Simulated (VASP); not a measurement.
# HgF3 (Pm-3m) in VASP: a series of runs

The runs below take HgF3 through relaxation of cell and atoms, with PBEsol.

Everything below comes from runs of VASP 6.6.1. Logs are shortened: lines on timing, memory, paths and dates and some standing lists are left out, and cuts for length are marked.

### Step 1. The cell of the first run

It takes space group Pm-3m (No. 221, cubic). The conventional cell has a = 3.610 Å, b = 3.610 Å, c = 3.610 Å, α = 90.00°, β = 90.00°, γ = 90.00°. Hg (site symmetry m-3m) has 12 F at 2.55 Å within 3.4 Å. Within 3.4 Å of F (site symmetry 4/mmm) lie 4 Hg at 2.55 Å and 8 F at 2.55 Å.

### Step 2. Relaxation of cell and atoms, PBEsol, target pressure 10 GPa, at which the enthalpy is minimised

INCAR reads:

```
ALGO = Normal
EDIFF = 1E-6
EDIFFG = -0.03
ENCUT = 600
GGA = PS
IBRION = 2
ISIF = 3
ISMEAR = -1
LASPH = T
LCHARG = F
LREAL = F
LWAVE = F
NELM = 100
NSW = 60
PREC = Accurate
PSTRESS = 100.0
SIGMA = 0.05
```

KPOINTS reads:

```
k-points
0
Gamma
  7 7 7
```

POSCAR reads:

```
HgF3
1.0
    3.6100000000      0.0000000000      0.0000000000
    0.0000000000      3.6100000000      0.0000000000
    0.0000000000      0.0000000000      3.6100000000
Hg F
1 3
Direct
    0.0000000000      0.0000000000      0.0000000000
    0.0000000000      0.5000000000      0.5000000000
    0.5000000000      0.0000000000      0.5000000000
    0.5000000000      0.5000000000      0.0000000000
```

Potentials or basis: VASP PAW PBE potentials, release 64 (Hg, F).

Started as:

```sh
> cat potpaw_PBE.64/Hg/POTCAR potpaw_PBE.64/F/POTCAR > POTCAR
> mpirun -np 1 vasp_std > vasp.out
```

OUTCAR:

```text
EDIFF = 1E-6
   EDIFFG = -0.03
   ENCUT = 600
   GGA = PS
   IBRION = 2
   ISIF = 3
   ISMEAR = -1
   LASPH = T
   LREAL = F
   NELM = 100
   NSW = 60
   PREC = Accurate
   PSTRESS = 100.0

 ion  position               nearest neighbor table
   1  0.000  0.000  0.000-   2 2.55   3 2.55   4 2.55   2 2.55   3 2.55   2 2.55   4 2.55   2 2.55
                             3 2.55   4 2.55   3 2.55   4 2.55
   2  0.000  0.500  0.500-   1 2.55   1 2.55   1 2.55   1 2.55
   3  0.500  0.000  0.500-   1 2.55   1 2.55   1 2.55   1 2.55
   4  0.500  0.500  0.000-   1 2.55   1 2.55   1 2.55   1 2.55

  LATTYP: Found a simple cubic cell.
 ALAT       =     3.6100000000

  Lattice vectors:

 A1 = (   3.6100000000,   0.0000000000,   0.0000000000)
 A2 = (   0.0000000000,   3.6100000000,   0.0000000000)
 A3 = (   0.0000000000,   0.0000000000,   3.6100000000)

Analysis of symmetry for initial positions (statically):
=====================================================================
 Subroutine PRICEL returns:
 Original cell was already a primitive cell.

 Routine SETGRP: Setting up the symmetry group for a
 simple cubic supercell.

 Subroutine GETGRP returns: Found 48 space group operations
 (whereof 48 operations were pure point group operations)
 out of a pool of 48 trial point group operations.

The static configuration has the point symmetry O_h .

Analysis of symmetry for dynamics (positions and initial velocities):
=====================================================================
 Subroutine PRICEL returns:
 Original cell was already a primitive cell.

 Routine SETGRP: Setting up the symmetry group for a
 simple cubic supercell.

 Subroutine GETGRP returns: Found 48 space group operations
 (whereof 48 operations were pure point group operations)
 out of a pool of 48 trial point group operations.

The dynamic configuration has the point symmetry O_h .

 Subroutine INISYM returns: Found 48 space group operations
 (whereof 48 operations are pure point group operations),
 and found     1 'primitive' translations

----------------------------------------------------------------------------------------

                                     Primitive cell

  volume of cell :      47.0459

  direct lattice vectors                    reciprocal lattice vectors
     3.610000000  0.000000000  0.000000000     0.277008310  0.000000000  0.000000000
     0.000000000  3.610000000  0.000000000     0.000000000  0.277008310  0.000000000
     0.000000000  0.000000000  3.610000000     0.000000000  0.000000000  0.277008310

  length of vectors
     3.610000000  3.610000000  3.610000000     0.277008310  0.277008310  0.277008310

  position of ions in fractional coordinates (direct lattice)
     0.000000000  0.000000000  0.000000000
     0.000000000  0.500000000  0.500000000
     0.500000000  0.000000000  0.500000000
     0.500000000  0.500000000  0.000000000

  ion indices of the primitive-cell ions
   primitive index   ion index
                 1           1
                 2           2
                 3           3
                 4           4

----------------------------------------------------------------------------------------

 KPOINTS: k-points

Automatic generation of k-mesh.
 Grid dimensions read from file:
 generate k-points for:    7    7    7

 Generating k-lattice:

  Cartesian coordinates                     Fractional coordinates (reciprocal lattice)
     0.039572616  0.000000000  0.000000000     0.142857143  0.000000000  0.000000000
     0.000000000  0.039572616  0.000000000     0.000000000  0.142857143  0.000000000
     0.000000000  0.000000000  0.039572616     0.000000000  0.000000000  0.142857143

  Length of vectors
     0.039572616  0.039572616  0.039572616

  Shift w.r.t. Gamma in fractional coordinates (k-lattice)
     0.000000000  0.000000000  0.000000000

 Subroutine IBZKPT returns following result:
 ===========================================

 Found     20 irreducible k-points:

 Following reciprocal coordinates:
            Coordinates               Weight
  0.000000  0.000000  0.000000      1.000000
  0.142857  0.000000  0.000000      6.000000
  0.285714  0.000000  0.000000      6.000000
  0.428571  0.000000  0.000000      6.000000
  0.142857  0.142857  0.000000     12.000000
  0.285714  0.142857  0.000000     24.000000
[... 12 lines left out ...]
  0.428571  0.428571  0.285714     24.000000
  0.428571  0.428571  0.428571      8.000000
   k-points           NKPTS =     20   k-points in BZ     NKDIM =     20   number of bands    NBANDS=     20
   number of dos      NEDOS =    301   number of ions     NIONS =      4
   total plane-waves  NPLWV =  27000
   dimension x,y,z NGX =    30 NGY =   30 NGZ =   30
   dimension x,y,z NGXF=    60 NGYF=   60 NGZF=   60
   ions per type =               1   3
   NGX,Y,Z   is equivalent  to a cutoff of  13.82, 13.82, 13.82 a.u.
   NGXF,Y,Z  is equivalent  to a cutoff of  27.63, 27.63, 27.63 a.u.
 SYSTEM =  unknown system
   PREC   = accura    normal or accurate (medium, high low for compatibility)
   ISTART =      0    job   : 0-new  1-cont  2-samecut
   ICHARG =      2    charge: 1-file 2-atom 10-const
   ISPIN  =      1    spin polarized calculation?
   LNONCOLLINEAR =      F non collinear calculations
   LSORBIT =      F    spin-orbit coupling
   LASPH  =      T    aspherical Exc in radial PAW
   ENCUT  =  600.0 eV  44.10 Ry    6.64 a.u.   7.21  7.21  7.21*2*pi/ulx,y,z
   NELM   =    100;   NELMIN=  2; NELMDL= -5     # of ELM steps
   EDIFF  = 0.1E-05   stopping-criterion for ELM
   LREAL  =      F    real-space projection
   EDIFFG = -.3E-01   stopping-criterion for IOM
   NSW    =     60    number of steps for IOM
   IBRION =      2    ionic relax: 0-MD 1-quasi-New 2-CG
   NFREE  =      1    steps in history (QN), initial steepest desc. (CG)
   ISIF   =      3    stress and relaxation
   ISYM   =      2    0-nonsym 1-usesym 2-fastsym
   POTIM  = 0.5000    time-step for ionic-motion
   TEBEG  =    0.0;   TEEND  =   0.0 temperature during run
   PSTRESS=  100.0 pullay stress
   NELECT =      33.0000    total number of electrons
   NUPDOWN=      -1.0000    fix difference up-down
   EMIN   =  10.00;   EMAX   =-10.00  energy-range for DOS
   EFERMI =   0.00;   METHOD = LEGACY
   ISMEAR =    -1;   SIGMA  =   0.05  broadening in eV -4-tet -1-fermi 0-gaus
   EFERMI_NEDOS =   21; number of points for ismear=-14 and -15
   IALGO  =     38    algorithm
   IMIX   =      4    mixing-type and parameters
     AMIX     =   0.40;   BMIX     =  1.00
     AMIX_MAG =   1.60;   BMIX_MAG =  1.00
  volume/ion in A,a.u.               =      11.76        79.37
  Fermi-wavevector in a.u.,A,eV,Ry     =   1.454584  2.748766 28.787424  2.115816
  Thomas-Fermi vector in A             =   2.571718
   LORBIT       =      0    0 simple, 1 ext, 2 COOP (PROOUT), +10 PAW based schemes
   GGA     = PS    functional components
   LHFCALC =     F    Hartree Fock is set to
   AEXX    =    0.0000 exact exchange contribution
   IVDW    =     0    specifies the selected vdW correction
   LEPSILON=     F    determine dielectric tensor
   LRPA    =     F    only Hartree local field effects (RPA)
 conjugate gradient relaxation of ions
 non-spin polarized calculation
  energy-cutoff  :      600.00
  volume of cell :       47.05
 maximum number of plane-waves:      1588
 NGX is ok and might be reduce to    30
   NGX = 15   NGY = 15   NGZ = 15

--------------------------------------- Ionic step        1  -------------------------------------------

 number of electron      32.9999968 magnetization

 Free energy of the ion-electron system (eV)
  ---------------------------------------------------
  ext. energy  EPLUGINS =         0.00000000
  ---------------------------------------------------
  free energy    TOTEN  =        -9.16018664 eV

  energy without entropy =       -9.07728355  energy(sigma->0) =       -9.11873510

 E-fermi :  -1.0252     XC(G=0): -11.3853

 val. band max:       -1.0291074218   @ k =   0.2857   0.2857   0.1429
 cond. band min:      -0.9949178062   @ k =   0.2857   0.2857   0.2857
 fundamental gap:      0.0341896156
 Fermi energy:        -1.0252195848

 k-point     1 :       0.0000    0.0000    0.0000
  band No.  band energies     occupation
      1     -21.9983      2.00000
      2     -20.5836      2.00000
      3     -20.5836      2.00000
      4      -4.7386      2.00000
      5      -4.7386      2.00000
      6      -4.2976      2.00000
[... 12 lines left out ...]
     19      13.9176      0.00000
     20      13.9176      0.00000

 k-point     2 :       0.1429    0.0000    0.0000
  band No.  band energies     occupation
      1     -21.9327      2.00000
      2     -20.6456      2.00000
      3     -20.5757      2.00000
      4      -4.9491      2.00000
      5      -4.7965      2.00000
      6      -4.7965      2.00000
[... 12 lines left out ...]
     19      11.9491      0.00000
     20      13.6925      0.00000
[... 465 lines left out ...]
 VOLUME and BASIS-vectors are now :
 -----------------------------------------------------------------------------
  energy-cutoff  :      600.00
  volume of cell :       40.93
      direct lattice vectors                 reciprocal lattice vectors
     3.446312898 -0.000000000  0.000000000     0.290165179  0.000000000  0.000000000
    -0.000000000  3.446312898 -0.000000000     0.000000000  0.290165179  0.000000000
     0.000000000  0.000000000  3.446312898     0.000000000  0.000000000  0.290165179

 POSITION                                       TOTAL-FORCE (eV/Angst)
 -----------------------------------------------------------------------------------
      0.00000      0.00000      0.00000         0.000000      0.000000      0.000000
     -0.00000      1.72316      1.72316        -0.000000      0.000000      0.000000
      1.72316     -0.00000      1.72316         0.000000      0.000000      0.000000
      1.72316      1.72316     -0.00000         0.000000      0.000000      0.000000
 -----------------------------------------------------------------------------------
    total drift:                                0.000000      0.000000     -0.000000

  FREE ENERGIE OF THE ION-ELECTRON SYSTEM (eV)
  ---------------------------------------------------
  free  energy   TOTEN  =        -8.9842492442 eV

  energy  without entropy=       -8.9069684464  energy(sigma->0) =       -8.94560885

  enthalpy is  TOTEN    =        -6.4294690903 eV   P V=        2.5547801539

--------------------------------------- Ionic step        3  -------------------------------------------

 number of electron      33.0000025 magnetization

 Free energy of the ion-electron system (eV)
  ---------------------------------------------------
  ext. energy  EPLUGINS =         0.00000000
  ---------------------------------------------------
  free energy    TOTEN  =        -9.06943188 eV

  energy without entropy =       -8.99084615  energy(sigma->0) =       -9.03013902

 E-fermi :   0.0448     XC(G=0): -12.0445

 val. band max:        0.0352969134   @ k =   0.2857   0.2857   0.1429
 cond. band min:       0.0584221061   @ k =   0.4286   0.1429   0.1429
 fundamental gap:      0.0231251926
 Fermi energy:         0.0448295996

 k-point     1 :       0.0000    0.0000    0.0000
  band No.  band energies     occupation
      1     -21.6167      2.00000
      2     -19.7555      2.00000
      3     -19.7555      2.00000
      4      -3.8790      2.00000
      5      -3.8790      2.00000
      6      -3.6608      2.00000
[... 12 lines left out ...]
     19      15.9615      0.00000
     20      16.2384      0.00000

 k-point     2 :       0.1429    0.0000    0.0000
  band No.  band energies     occupation
      1     -21.5310      2.00000
      2     -19.8385      2.00000
      3     -19.7431      2.00000
      4      -4.1917      2.00000
      5      -4.1773      2.00000
      6      -4.1773      2.00000
[... 12 lines left out ...]
     19      14.0055      0.00000
     20      15.9410      0.00000
[... 417 lines left out ...]
  FORCE on cell =-STRESS in cart. coord.  units (eV):
  Direction    XX          YY          ZZ          XY          YZ          ZX
  --------------------------------------------------------------------------------------
  -------------------------------------------------------------------------------------
  Total        2.6262009      2.6262009      2.6262009     -0.0000000     -0.0000000      0.0000000
  in kB      100.0418748    100.0418748    100.0418748     -0.0000000     -0.0000000      0.0000000
  external PRESSURE =       0.0418748 kB  Pullay stress =     100.0000000 kB

 VOLUME and BASIS-vectors are now :
 -----------------------------------------------------------------------------
  energy-cutoff  :      600.00
  volume of cell :       42.06
      direct lattice vectors                 reciprocal lattice vectors
     3.477647571 -0.000000000  0.000000000     0.287550702  0.000000000  0.000000000
    -0.000000000  3.477647571 -0.000000000     0.000000000  0.287550702  0.000000000
     0.000000000  0.000000000  3.477647571     0.000000000  0.000000000  0.287550702

 POSITION                                       TOTAL-FORCE (eV/Angst)
 -----------------------------------------------------------------------------------
      0.00000      0.00000      0.00000         0.000000      0.000000      0.000000
     -0.00000      1.73882      1.73882        -0.000000      0.000000      0.000000
      1.73882     -0.00000      1.73882         0.000000      0.000000      0.000000
      1.73882      1.73882     -0.00000         0.000000      0.000000      0.000000
 -----------------------------------------------------------------------------------
    total drift:                                0.000000      0.000000     -0.000000

  FREE ENERGIE OF THE ION-ELECTRON SYSTEM (eV)
  ---------------------------------------------------
  free  energy   TOTEN  =        -9.0694318819 eV

  energy  without entropy=       -8.9908461487  energy(sigma->0) =       -9.03013902

  enthalpy is  TOTEN    =        -6.4443302518 eV   P V=        2.6251016301

 reached required accuracy - stopping structural energy minimisation
```

Wall time 58 s (1 thread of Intel Xeon Platinum 8259CL at 2.50GHz (Skylake/Cascade Lake), shared host); peak memory 0.19 GiB.

What came out:

| Property | Result |
| --- | --- |
| Free energy | -9.0694 eV |
| Relaxed volume | 10.51 Å³/atom |
| Relaxed cell | a = 3.478 Å, b = 3.478 Å, c = 3.478 Å, α = 90.00°, β = 90.00°, γ = 90.00° |
| Space group after relaxing (to 0.05 Å) | Pm-3m (No. 221) |
| Energy change on relaxing (the enthalpy is what falls) | +22.7 meV/atom |
| Ionic steps | 3 |
| Pressure after relaxing | 10.0 GPa |

Step by step:
```tsv
step	energy change (eV)	largest force (eV/Å)	pressure (GPa)	volume (Å³)
1	0.0000	0.0000	-2.80	47.05
2	0.1759	0.0000	14.30	40.93
3	0.0908	0.0000	10.00	42.06
```

Final structure:
```cif
data_structure
_symmetry_space_group_name_H-M 'P 1'
_symmetry_Int_Tables_number 1
_cell_length_a 3.4776
_cell_length_b 3.4776
_cell_length_c 3.4776
_cell_angle_alpha 90.000
_cell_angle_beta 90.000
_cell_angle_gamma 90.000
_cell_volume 42.06
loop_
_atom_site_label
_atom_site_type_symbol
_atom_site_fract_x
_atom_site_fract_y
_atom_site_fract_z
_atom_site_occupancy
Hg1 Hg 0.00000 0.00000 0.00000 1
F1 F 0.00000 0.50000 0.50000 1
F2 F 0.50000 0.00000 0.50000 1
F3 F 0.50000 0.50000 0.00000 1
```

Caveat: the cell is relaxed towards a set pressure, so the enthalpy falls and the energy may rise; the PAW data sets were made with another functional, which shifts forces and pressure a little; spin-orbit coupling is left out, which moves the levels of the heavy elements; an odd number of electrons without spin polarisation forces a metal; a magnetic or distorted state may lie lower.

### Step 3. Relaxation of cell and atoms, PBEsol, target pressure 20 GPa, at which the enthalpy is minimised

INCAR reads:

```
PREC = Accurate
ENCUT = 600
EDIFF = 1E-6
ISMEAR = -1
SIGMA = 0.05
LREAL = F
LASPH = T
NELM = 100
ALGO = Normal
ISIF = 3
LWAVE = F
LCHARG = F
GGA = PS
IBRION = 2
NSW = 60
EDIFFG = -0.03
PSTRESS = 200.0
```

KPOINTS reads:

```
Automatic mesh
0
Gamma
  7 7 7
```

POSCAR is that of step 2.

Potentials or basis: VASP PAW PBE potentials, release 64 (Hg, F).

Started as:

```sh
> cat potpaw_PBE.64/Hg/POTCAR potpaw_PBE.64/F/POTCAR > POTCAR
> mpirun -np 1 vasp_std > vasp.out
```

Run time: 57 s. Hardware: 1 thread of Intel Xeon Platinum 8259CL at 2.50GHz (Skylake/Cascade Lake), shared host; peak memory 0.19 GiB.

The run converged. Its results:

```
Free energy                                            : -8.8537 eV
Relaxed volume                                         : 9.93 Å³/atom
Relaxed cell                                           : a = 3.411 Å, b = 3.411 Å, c = 3.411 Å, α = 90.00°, β = 90.00°, γ = 90.00°
Space group after relaxing (to 0.05 Å)                 : Pm-3m (No. 221)
Energy change on relaxing (the enthalpy is what falls) : +76.6 meV/atom
Ionic steps                                            : 3
Pressure after relaxing                                : 19.9 GPa
```

The path:
```csv
step,energy change (eV),largest force (eV/Å),pressure (GPa),volume (Å³)
1,0.0000,0.0000,-2.80,47.05
2,0.8727,0.0000,39.02,36.54
3,0.3065,0.0000,19.86,39.70
```

Final structure:
```xyz
4
Lattice="3.4114 0.0000 0.0000 0.0000 3.4114 0.0000 0.0000 0.0000 3.4114" Properties=species:S:1:pos:R:3 pbc="T T T"
Hg    0.0000    0.0000    0.0000
F     0.0000    1.7057    1.7057
F     1.7057    0.0000    1.7057
F     1.7057    1.7057    0.0000
```

Levels at points of the mesh, in eV from the Fermi level:
```csv
k point,band 14,band 15,band 16,band 17,band 18,band 19,band 20
"(0.00, 0.00, 0.00)",-1.70,-0.18,-0.18,-0.18,0.92,16.17,16.88
```

Caveat: the cell is relaxed towards a set pressure, so the enthalpy falls and the energy may rise; the volume moved by over 15 % at a fixed basis, so the end points are rough; the PAW data sets were made with another functional, which shifts forces and pressure a little; spin-orbit coupling is left out, which moves the levels of the heavy elements; an odd number of electrons without spin polarisation forces a metal; a magnetic or distorted state may lie lower.

(Continued in part 2 of 2.)
